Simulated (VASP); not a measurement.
# CoO (I4/mmm) in VASP: a series of runs, part 2 of 2

VASP 6.6.1.

## 3. Single point, PBE, collinear spin, ferromagnetic start

Input file INCAR:

```
PREC = Accurate
ENCUT = 1340
EDIFF = 1E-6
ISMEAR = -1
SIGMA = 0.05
LREAL = False
LASPH = True
NELM = 200
ALGO = Normal
ISIF = 2
LWAVE = False
LCHARG = False
ISPIN = 2
MAGMOM = 3 0
LORBIT = 11
NUPDOWN = 3.0
LMAXMIX = 4
GGA = PE
NBANDS = 22
GGA_COMPAT = False
```

Input file KPOINTS:

```
regular mesh
0
Gamma
  10 10 10
```

Input file POSCAR:

```
CoO
1.0
   -1.5080004400      1.5080004400      2.1072503600
    1.5080004400     -1.5080004400      2.1072503600
    1.5080004400      1.5080004400     -2.1072503600
Co O
1 1
Direct
    0.0000000000      0.0000000000      0.0000000000
    0.5000000000      0.5000000000      0.0000000000
```

Potentials or basis: VASP PAW PBE potentials, release 64 (Co_sv, O_h).

Started as:

```sh
$ cat potpaw_PBE.64/Co_sv/POTCAR potpaw_PBE.64/O_h/POTCAR > POTCAR
$ mpirun -np 1 vasp_std > vasp.out
```

OUTCAR:

```text
PREC = Accurate
   ENCUT = 1340
   EDIFF = 1E-6
   ISMEAR = -1
   LREAL = False
   LASPH = True
   NELM = 200
   ISIF = 2
   ISPIN = 2
   LORBIT = 11
   NUPDOWN = 3.0
   GGA = PE

 ion  position               nearest neighbor table
   1  0.000  0.000  0.000-
   2  0.500  0.500  0.000-

  LATTYP: Found a body centered tetragonal cell.
 ALAT       =     3.0160008800
 C/A-ratio  =     1.3973804676

  Lattice vectors:

 A1 = (  -1.5080004400,   1.5080004400,   2.1072503600)
 A2 = (   1.5080004400,  -1.5080004400,   2.1072503600)
 A3 = (   1.5080004400,   1.5080004400,  -2.1072503600)

Analysis of symmetry for initial positions (statically):
=====================================================================
 Subroutine PRICEL returns:
 Original cell was already a primitive cell.

 Routine SETGRP: Setting up the symmetry group for a
 body centered tetragonal supercell.

 Subroutine GETGRP returns: Found 16 space group operations
 (whereof 16 operations were pure point group operations)
 out of a pool of 16 trial point group operations.

The static configuration has the point symmetry D_4h.

Analysis of symmetry for dynamics (positions and initial velocities):
=====================================================================
 Subroutine PRICEL returns:
 Original cell was already a primitive cell.

 Routine SETGRP: Setting up the symmetry group for a
 body centered tetragonal supercell.

 Subroutine GETGRP returns: Found 16 space group operations
 (whereof 16 operations were pure point group operations)
 out of a pool of 16 trial point group operations.

The dynamic configuration has the point symmetry D_4h.

Analysis of structural, dynamic, and magnetic symmetry:
=====================================================================
 Subroutine PRICEL returns:
 Original cell was already a primitive cell.

[... 145 lines left out ...]

 Free energy of the ion-electron system (eV)
  ---------------------------------------------------
  ext. energy  EPLUGINS =         0.00000000
  ---------------------------------------------------
  free energy    TOTEN  =       -13.14795342 eV

  energy without entropy =      -13.11806319  energy(sigma->0) =      -13.13300831

 E-fermi :   9.4429     XC(G=0): -12.7441

 val. band max:        9.5674878543   @ k =   0.5000   0.0000  -0.0000
 cond. band min:       9.4507738190   @ k =  -0.3000   0.4000   0.1000
 fundamental gap:     -0.1167140352
 Fermi energy:        10.0558344434

 spin component 1

 k-point     1 :       0.0000    0.0000    0.0000
  band No.  band energies     occupation
      1     -87.5226      1.00000
      2     -50.8410      1.00000
      3     -50.7394      1.00000
      4     -50.7394      1.00000
      5     -10.8538      1.00000
      6       6.1001      1.00000
[... 589 lines left out ...]
     21      38.1508      0.00000
     22      39.7096      0.00000

 [... further k-points ...]

 spin component 2

 k-point     1 :       0.0000    0.0000    0.0000
  band No.  band energies     occupation
      1     -84.3975      1.00000
      2     -47.7436      1.00000
      3     -47.7119      1.00000
      4     -47.7118      1.00000
      5     -10.3178      1.00000
      6       6.8235      1.00000
[... 589 lines left out ...]
     21      38.7574      0.00000
     22      40.4610      0.00000

 [... further k-points ...]

------------------------ aborting loop because EDIFF is reached ----------------------------------------

  FORCE on cell =-STRESS in cart. coord.  units (eV):
  Direction    XX          YY          ZZ          XY          YZ          ZX
  --------------------------------------------------------------------------------------
  -------------------------------------------------------------------------------------
  Total       -0.0099078     -0.0099078      0.0556417      0.0000000      0.0000000      0.0000000
  in kB       -0.8281534     -0.8281534      4.6508427      0.0000000      0.0000000      0.0000000
  external PRESSURE =       0.9981786 kB  Pullay stress =       0.0000000 kB

 VOLUME and BASIS-vectors are now :
 -----------------------------------------------------------------------------
  energy-cutoff  :     1340.00
  volume of cell :       19.17
      direct lattice vectors                 reciprocal lattice vectors
    -1.508000440  1.508000440  2.107250360     0.000000000  0.331564890  0.237276030
     1.508000440 -1.508000440  2.107250360     0.331564890  0.000000000  0.237276030
     1.508000440  1.508000440 -2.107250360     0.331564890  0.331564890  0.000000000

 POSITION                                       TOTAL-FORCE (eV/Angst)
 -----------------------------------------------------------------------------------
      0.00000      0.00000      0.00000         0.000000     -0.000000      0.000000
      0.00000      0.00000      2.10725        -0.000000      0.000000      0.000000
 -----------------------------------------------------------------------------------
    total drift:                                0.000000     -0.000000     -0.000000

  FREE ENERGIE OF THE ION-ELECTRON SYSTEM (eV)
  ---------------------------------------------------
  free  energy   TOTEN  =       -13.1479534238 eV

  energy  without entropy=      -13.1180631938  energy(sigma->0) =      -13.13300831

 total charge

# of ion       s       p       d       tot
------------------------------------------
    1        2.143   6.064   6.665  14.872
    2        1.038   2.307   0.000   3.345
--------------------------------------------------
tot          3.182   8.371   6.665  18.217

 magnetization (x)

# of ion       s       p       d       tot
------------------------------------------
    1        0.014   0.010   2.548   2.572
    2        0.028   0.221   0.000   0.249
--------------------------------------------------
tot          0.042   0.232   2.548   2.821
```

OSZICAR:

```text
N       E                     dE             d eps       ncg     rms          rms(c)
DAV:   1     0.390913652491E+03    0.39091E+03   -0.21303E+04 10600   0.429E+03
DAV:   2     0.129768057701E+02   -0.37794E+03   -0.35428E+03 13520   0.926E+02
DAV:   3    -0.154624118541E+02   -0.28439E+02   -0.27805E+02 12534   0.206E+02
DAV:   4    -0.158814834977E+02   -0.41907E+00   -0.41820E+00 11718   0.221E+01
DAV:   5    -0.158921305471E+02   -0.10647E-01   -0.10646E-01 11316   0.382E+00    0.157E+01
DAV:   6    -0.141444156025E+02    0.17477E+01   -0.19493E+01 15452   0.866E+01    0.263E+01
DAV:   7    -0.131458673439E+02    0.99855E+00   -0.50386E+00 12702   0.536E+01    0.974E+00
DAV:   8    -0.131625649401E+02   -0.16698E-01   -0.27298E-01 11112   0.549E+00    0.536E+00
DAV:   9    -0.131463193249E+02    0.16246E-01   -0.52413E-02 15802   0.410E+00    0.152E+00
DAV:  10    -0.131480487801E+02   -0.17295E-02   -0.11194E-02 13054   0.214E+00    0.379E-01
DAV:  11    -0.131474639352E+02    0.58484E-03   -0.58208E-03 15960   0.122E+00    0.212E-01
DAV:  12    -0.131480676339E+02   -0.60370E-03   -0.22739E-03 13336   0.418E-01    0.289E-01
DAV:  13    -0.131480516033E+02    0.16031E-04   -0.71191E-05 14440   0.164E-01    0.255E-01
DAV:  14    -0.131479344516E+02    0.11715E-03   -0.55647E-04 14758   0.674E-01    0.768E-02
DAV:  15    -0.131479500318E+02   -0.15580E-04   -0.14583E-04 15758   0.242E-01    0.696E-02
DAV:  16    -0.131479541156E+02   -0.40838E-05   -0.68153E-05 14216   0.205E-01    0.156E-02
DAV:  17    -0.131479534238E+02    0.69180E-06   -0.58114E-06 13514   0.356E-02
   1 F= -.13147953E+02 E0= -.13133008E+02  d E =-.298902E-01  mag=     3.0000
```

stdout:

```text
POSCAR found type information on POSCAR CoO
 POSCAR found :  2 types and       2 ions
 scaLAPACK will be used
 LDA part: xc-table for (Slater+PW92), standard interpolation
 POSCAR, INCAR and KPOINTS ok, starting setup
 FFT: planning ... GRIDC
 FFT: planning ... GRID_SOFT
 FFT: planning ... GRID
 WAVECAR not read
 entering main loop
```

It took 3.6 min on 1 thread of Intel Xeon 6975P-C (Granite Rapids), shared host; peak memory 0.42 GiB.

Results:

```yaml
Free_energy: -13.1480 eV
Pressure: 0.1 GPa
Net_moment: 3.00 μB per cell
Site_moments: Co +2.57; O +0.25 μB
Valence_electrons_inside_the_program's_atomic_spheres: Co 14.87; O 3.35
```

Caveat: the total moment is fixed, so each spin has its own Fermi level and the state may be an excited one; a cell with one magnetic atom can't hold antiferromagnetic order, which such compounds often take.
